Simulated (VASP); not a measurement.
# TaN (Fm-3m) in VASP: settings compared

Aim: see how the results for TaN move with the level of theory and the settings. Levels: PBE0, r2SCAN+D3(BJ). Tasks: single point.

All numbers are computed with VASP 6.6.1; they aren't measurements. Logs are shortened: lines on timing, memory, paths and dates and some standing lists are left out, and cuts for length are marked.

**1. The cell of the first run**

It takes space group Fm-3m (No. 225, cubic). The conventional cell has a = 4.358 Å, b = 4.358 Å, c = 4.358 Å, α = 90.00°, β = 90.00°, γ = 90.00°. Within 2.9 Å of Ta (site symmetry m-3m) lie 6 N at 2.18 Å. N (site symmetry m-3m) has 6 Ta at 2.18 Å within 2.9 Å.

**2. Single point, PBE0**

Contents of POSCAR:

```
TaN
1.0
    0.0000000000      2.1790013100      2.1790013100
    2.1790013100      0.0000000000      2.1790013100
    2.1790013100      2.1790013100      0.0000000000
Ta N
1 1
Direct
    0.5000000000      0.5000000000      0.5000000000
    0.0000000000      0.0000000000      0.0000000000
```

Contents of INCAR.step1:

```
SYSTEM = TaN
  PREC = Accurate
  ENCUT = 520
  EDIFF = 1E-5
  ISMEAR = -1
  SIGMA = 0.05
  LREAL = .FALSE.
  LASPH = .TRUE.
  NELM = 120
  ALGO = Normal
  ISIF = 2
  LWAVE = .TRUE.
  LCHARG = .FALSE.
  NBANDS = 15
  GGA = PE
  GGA_COMPAT = .FALSE.
```

Contents of INCAR.step2:

```
SYSTEM = TaN
  PREC = Accurate
  ENCUT = 520
  EDIFF = 1E-6
  ISMEAR = -1
  SIGMA = 0.05
  LREAL = .FALSE.
  LASPH = .TRUE.
  NELM = 120
  ALGO = Normal
  ISIF = 2
  LWAVE = .FALSE.
  LCHARG = .FALSE.
  GGA = PE
  LHFCALC = .TRUE.
  AEXX = 0.25
  PRECFOCK = Normal
  NBANDS = 15
  ISTART = 1
  GGA_COMPAT = .FALSE.
```

Contents of KPOINTS:

```
regular mesh
0
G
  5 5 5
  0 0 0
```

Potentials or basis: VASP PAW PBE potentials, release 64 (Ta_pv, N).

The run is started by

```sh
$ cat potpaw_PBE.64/Ta_pv/POTCAR potpaw_PBE.64/N/POTCAR > POTCAR
$ cp INCAR.step1 INCAR
$ mpirun -np 1 vasp_std > vasp.out
$ cp INCAR.step2 INCAR
$ mpirun -np 1 vasp_std > vasp.out
```

OUTCAR:

```text
SYSTEM = TaN
   PREC = Accurate
   ENCUT = 520
   EDIFF = 1E-6
   ISMEAR = -1
   LREAL = .FALSE.
   LASPH = .TRUE.
   NELM = 120
   ISIF = 2
   GGA = PE
   LHFCALC = .TRUE.
   AEXX = 0.25
   PRECFOCK = Normal
   ISTART = 1

 ion  position               nearest neighbor table
   1  0.500  0.500  0.500-   2 2.18   2 2.18   2 2.18   2 2.18   2 2.18   2 2.18
   2  0.000  0.000  0.000-   1 2.18   1 2.18   1 2.18   1 2.18   1 2.18   1 2.18

  LATTYP: Found a face centered cubic cell.
 ALAT       =     4.3580026200

  Lattice vectors:

 A1 = (   0.0000000000,   2.1790013100,   2.1790013100)
 A2 = (   2.1790013100,   0.0000000000,   2.1790013100)
 A3 = (   2.1790013100,   2.1790013100,   0.0000000000)

Analysis of symmetry for initial positions (statically):
=====================================================================
 Subroutine PRICEL returns:
 Original cell was already a primitive cell.

 Routine SETGRP: Setting up the symmetry group for a
 face centered cubic supercell.

 Subroutine GETGRP returns: Found 48 space group operations
 (whereof 48 operations were pure point group operations)
 out of a pool of 48 trial point group operations.

The static configuration has the point symmetry O_h .

Analysis of symmetry for dynamics (positions and initial velocities):
=====================================================================
 Subroutine PRICEL returns:
 Original cell was already a primitive cell.

 Routine SETGRP: Setting up the symmetry group for a
 face centered cubic supercell.

 Subroutine GETGRP returns: Found 48 space group operations
 (whereof 48 operations were pure point group operations)
 out of a pool of 48 trial point group operations.

The dynamic configuration has the point symmetry O_h .

 Subroutine INISYM returns: Found 48 space group operations
 (whereof 48 operations are pure point group operations),
 and found     1 'primitive' translations

----------------------------------------------------------------------------------------

                                     Primitive cell

  volume of cell :      20.6920

  direct lattice vectors                    reciprocal lattice vectors
     0.000000000  2.179001310  2.179001310    -0.229462918  0.229462918  0.229462918
     2.179001310  0.000000000  2.179001310     0.229462918 -0.229462918  0.229462918
     2.179001310  2.179001310  0.000000000     0.229462918  0.229462918 -0.229462918

  length of vectors
     3.081573205  3.081573205  3.081573205     0.397441433  0.397441433  0.397441433

  position of ions in fractional coordinates (direct lattice)
     0.500000000  0.500000000  0.500000000
     0.000000000  0.000000000  0.000000000

  ion indices of the primitive-cell ions
   primitive index   ion index
                 1           1
                 2           2

----------------------------------------------------------------------------------------

 KPOINTS: regular mesh

Automatic generation of k-mesh.
 Grid dimensions read from file:
 generate k-points for:    5    5    5

 Generating k-lattice:

  Cartesian coordinates                     Fractional coordinates (reciprocal lattice)
    -0.045892584  0.045892584  0.045892584     0.200000000  0.000000000  0.000000000
     0.045892584 -0.045892584  0.045892584     0.000000000  0.200000000  0.000000000
     0.045892584  0.045892584 -0.045892584     0.000000000  0.000000000  0.200000000

  Length of vectors
     0.079488287  0.079488287  0.079488287

  Shift w.r.t. Gamma in fractional coordinates (k-lattice)
     0.000000000  0.000000000  0.000000000

 Subroutine IBZKPT returns following result:
 ===========================================

 Found     10 irreducible k-points:

 Following reciprocal coordinates:
            Coordinates               Weight
  0.000000  0.000000  0.000000      1.000000
  0.200000  0.000000  0.000000      8.000000
  0.400000  0.000000  0.000000      8.000000
  0.200000  0.200000  0.000000      6.000000
  0.400000  0.200000  0.000000     24.000000
 -0.400000  0.200000  0.000000     24.000000
 -0.200000  0.200000  0.000000     12.000000
  0.400000  0.400000  0.000000      6.000000
 -0.400000  0.400000  0.000000     12.000000
 -0.400000  0.400000  0.200000     24.000000
   k-points           NKPTS =     10   k-points in BZ     NKDIM =    125   number of bands    NBANDS=     15
   number of dos      NEDOS =    301   number of ions     NIONS =      2
   total plane-waves  NPLWV =  13824
   dimension x,y,z NGX =    24 NGY =   24 NGZ =   24
   dimension x,y,z NGXF=    48 NGYF=   48 NGZF=   48
   ions per type =               1   1
   NGX,Y,Z   is equivalent  to a cutoff of  12.95, 12.95, 12.95 a.u.
   NGXF,Y,Z  is equivalent  to a cutoff of  25.90, 25.90, 25.90 a.u.
 SYSTEM =  TaN
   PREC   = accura    normal or accurate (medium, high low for compatibility)
   ISTART =      1    job   : 0-new  1-cont  2-samecut
   ICHARG =      0    charge: 1-file 2-atom 10-const
   ISPIN  =      1    spin polarized calculation?
   LNONCOLLINEAR =      F non collinear calculations
   LSORBIT =      F    spin-orbit coupling
   LASPH  =      T    aspherical Exc in radial PAW
   ENCUT  =  520.0 eV  38.22 Ry    6.18 a.u.   5.73  5.73  5.73*2*pi/ulx,y,z
   NELM   =    120;   NELMIN=  2; NELMDL=  0     # of ELM steps
   EDIFF  = 0.1E-05   stopping-criterion for ELM
   LREAL  =      F    real-space projection
   EDIFFG = 0.1E-04   stopping-criterion for IOM
   NSW    =      0    number of steps for IOM
   IBRION =     -1    ionic relax: 0-MD 1-quasi-New 2-CG
   NFREE  =      0    steps in history (QN), initial steepest desc. (CG)
   ISIF   =      2    stress and relaxation
   ISYM   =      3    0-nonsym 1-usesym 2-fastsym
   POTIM  = 0.5000    time-step for ionic-motion
   TEBEG  =    0.0;   TEEND  =   0.0 temperature during run
   PSTRESS=    0.0 pullay stress
   NELECT =      16.0000    total number of electrons
   NUPDOWN=      -1.0000    fix difference up-down
   EMIN   =  10.00;   EMAX   =-10.00  energy-range for DOS
   EFERMI =   0.00;   METHOD = LEGACY
   ISMEAR =    -1;   SIGMA  =   0.05  broadening in eV -4-tet -1-fermi 0-gaus
   EFERMI_NEDOS =   21; number of points for ismear=-14 and -15
   IALGO  =     38    algorithm
   IMIX   =      1    mixing-type and parameters
     AMIX     =   0.40;   BMIX     =  1.00
     AMIX_MAG =   1.60;   BMIX_MAG =  1.00
  volume/ion in A,a.u.               =      10.35        69.82
  Fermi-wavevector in a.u.,A,eV,Ry     =   1.502614  2.839528 30.719885  2.257848
  Thomas-Fermi vector in A             =   2.613831
   LORBIT       =      0    0 simple, 1 ext, 2 COOP (PROOUT), +10 PAW based schemes
   GGA     = PE    functional components
   LHFCALC =     T    Hartree Fock is set to
   PRECFOCK=normal    Normal, Fast or Accurate (Low or Medium for compatibility)
   ENCUT4O =  -1.0   cutoff for four orbital integrals eV
   NKREDX  =     1    reduce k-point grid by
   NKREDY  =     1    reduce k-point grid by
   NKREDZ  =     1    reduce k-point grid by
   AEXX    =    0.2500 exact exchange contribution
   HFSCREEN=    0.0000 screening length (either q_TF or 0.3 A-1)
   HFSCREENC=   0.0000 screening length for correlation (either q_TF or 0.3 A-1)
   ENCUTFOCK=  -1.0 apply spherical cutoff to Coloumb kernel
   IVDW    =     0    specifies the selected vdW correction
   LEPSILON=     F    determine dielectric tensor
   LRPA    =     F    only Hartree local field effects (RPA)
 non-spin polarized calculation
  energy-cutoff  :      520.00
  volume of cell :       20.69
 maximum number of plane-waves:       565
  NGX = 18; NGY = 18; NGZ = 18

 number of electron      16.0000000 magnetization

 Free energy of the ion-electron system (eV)
  ---------------------------------------------------
  ext. energy  EPLUGINS =         0.00000000
  ---------------------------------------------------
  free energy    TOTEN  =       -27.37923393 eV

  energy without entropy =      -27.37920795  energy(sigma->0) =      -27.37922094

 E-fermi :  10.3289     XC(G=0): -10.6595

 val. band max:        9.9768142520   @ k =   0.0000   0.0000   0.0000
 cond. band min:      10.8053021832   @ k =  -0.4000   0.2000   0.0000
 fundamental gap:      0.8284879312
 Fermi energy:        10.3288900519

 k-point     1 :       0.0000    0.0000    0.0000
  band No.  band energies     occupation
      1     -28.8600      2.00000
      2     -28.8600      2.00000
      3     -28.8600      2.00000
      4     -11.9924      2.00000
      5       4.8223      2.00000
      6       4.8223      2.00000
      7       4.8223      2.00000
      8       6.9401      2.00000
      9       6.9401      2.00000
     10       6.9401      2.00000
     11       9.9768      1.99825
     12       9.9768      1.99825
     13      12.6223      0.00000
     14      20.1611      0.00000
     15      24.5838      0.00000

 k-point     2 :       0.2000    0.0000    0.0000
  band No.  band energies     occupation
      1     -29.2632      2.00000
      2     -28.8933      2.00000
      3     -28.8933      2.00000
      4     -10.9624      2.00000
      5       1.5125      2.00000
      6       2.6417      2.00000
      7       2.6417      2.00000
      8       8.2295      2.00000
      9       8.4318      2.00000
     10       8.4318      2.00000
     11      13.8058      0.00000
     12      13.8058      0.00000
     13      14.9132      0.00000
     14      22.9233      0.00000
     15      24.5836      0.00000
[... 113 lines left out ...]
      3     -29.1576      2.00000
      4     -10.1504      2.00000
      5       1.0691      2.00000
      6       1.4918      2.00000
      7       2.5995      2.00000
      8       6.0533      2.00000
      9      13.7326      0.00000
     10      13.8276      0.00000
     11      15.3432      0.00000
     12      16.1241      0.00000
     13      19.2909      0.00000
     14      21.4300      0.00000
     15      24.5860      0.00000

 k-point    10 :      -0.4000    0.4000    0.2000
  band No.  band energies     occupation
      1     -29.6371      2.00000
      2     -29.3820      2.00000
      3     -29.1496      2.00000
      4      -9.7570      2.00000
      5       0.0588      2.00000
      6       1.5003      2.00000
      7       1.5945      2.00000
      8       8.1168      2.00000
      9      11.7632      0.00000
     10      14.1506      0.00000
     11      14.7627      0.00000
     12      17.1982      0.00000
     13      20.8271      0.00000
     14      22.0941      0.00000
     15      24.5866      0.00000

------------------------ aborting loop because EDIFF is reached ----------------------------------------

  FORCE on cell =-STRESS in cart. coord.  units (eV):
  Direction    XX          YY          ZZ          XY          YZ          ZX
  --------------------------------------------------------------------------------------
  -------------------------------------------------------------------------------------
  Total        0.6007121      0.6007121      0.6007121      0.0000000     -0.0000000     -0.0000000
  in kB       46.5130147     46.5130147     46.5130147      0.0000000     -0.0000000     -0.0000000
  external PRESSURE =      46.5130147 kB  Pullay stress =       0.0000000 kB

 VOLUME and BASIS-vectors are now :
 -----------------------------------------------------------------------------
  energy-cutoff  :      520.00
  volume of cell :       20.69
      direct lattice vectors                 reciprocal lattice vectors
     0.000000000  2.179001310  2.179001310    -0.229462918  0.229462918  0.229462918
     2.179001310  0.000000000  2.179001310     0.229462918 -0.229462918  0.229462918
     2.179001310  2.179001310  0.000000000     0.229462918  0.229462918 -0.229462918

 POSITION                                       TOTAL-FORCE (eV/Angst)
 -----------------------------------------------------------------------------------
      2.17900      2.17900      2.17900        -0.000000     -0.000000     -0.000000
      0.00000      0.00000      0.00000         0.000000      0.000000      0.000000
 -----------------------------------------------------------------------------------
    total drift:                                0.000000      0.000000      0.000000

  FREE ENERGIE OF THE ION-ELECTRON SYSTEM (eV)
  ---------------------------------------------------
  free  energy   TOTEN  =       -27.3792339331 eV

  energy  without entropy=      -27.3792079461  energy(sigma->0) =      -27.37922094
```

Run time: 15 min. Hardware: 1 thread of Intel Xeon 8259CL, shared host; peak memory 0.16 GiB.

What came out:

- Free energy: -27.3792 eV
- Pressure: 4.7 GPa
- Band gap on the k mesh: zero (bands 8 and 9 overlap by 4.51 eV)

Levels at points of the mesh, in eV from the Fermi level:
| k point | band 4 | band 5 | band 6 | band 7 | band 8 | band 9 | band 10 | band 11 | band 12 | band 13 |
| --- | --- | --- | --- | --- | --- | --- | --- | --- | --- | --- |
| (0.00, 0.00, 0.00) | -22.32 | -5.51 | -5.51 | -5.51 | -3.39 | -3.39 | -3.39 | -0.35 | -0.35 | 2.29 |

Caveat: the k points lie up to 0.50 Å⁻¹ apart, too coarse for converged energies and pressures of a metal; the PAW data sets were made with another functional, which shifts forces and pressure a little; spin-orbit coupling is left out, which moves the levels of the heavy elements.

(Continued in part 2 of 2.)
